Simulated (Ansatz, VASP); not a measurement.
Al in VASP and in Ansatz

```
Al
1.0
     2.85749    0.00000    0.00000
    -1.42875    2.47466    0.00000
     0.00000    0.00000    8.83079
Al
4
Direct
  0.00000 0.00000 0.00000
  0.33333 0.66667 0.25000
  0.00000 0.00000 0.50000
  0.66667 0.33333 0.75000
```

Alike in both runs: task single point; functional PBEsol; dispersion D3(BJ); k mesh 18 × 18 × 6; occupations gaussian, width 0.15 eV; no spin polarisation.

|  | VASP | Ansatz |
| --- | --- | --- |
| version | VASP 6.6.1 | Ansatz 0.2.0 |
| potentials or method | VASP PAW PBE potentials, release 64 (Al), cutoff 520 eV | scalar-relativistic, plane waves, PAW |
| valence electrons in the cell | 12 | 12 |

Ansatz gave:

- gap on the k mesh at the Fermi level (eV): none
- pressure (GPa): 0.3
- traceless stress, the component that is largest in VASP (GPa): 3.40

Problem. Which values does VASP return?

Solution. gap on the k mesh at the Fermi level (eV): none; pressure (GPa): 0.4; traceless stress, the component that is largest in VASP (GPa): 3.43.

VASP's potentials were made for PBE, not for PBEsol, and Ansatz warns of the same on its side. A gap of «none» marks a metal or a gap that the smearing closes.
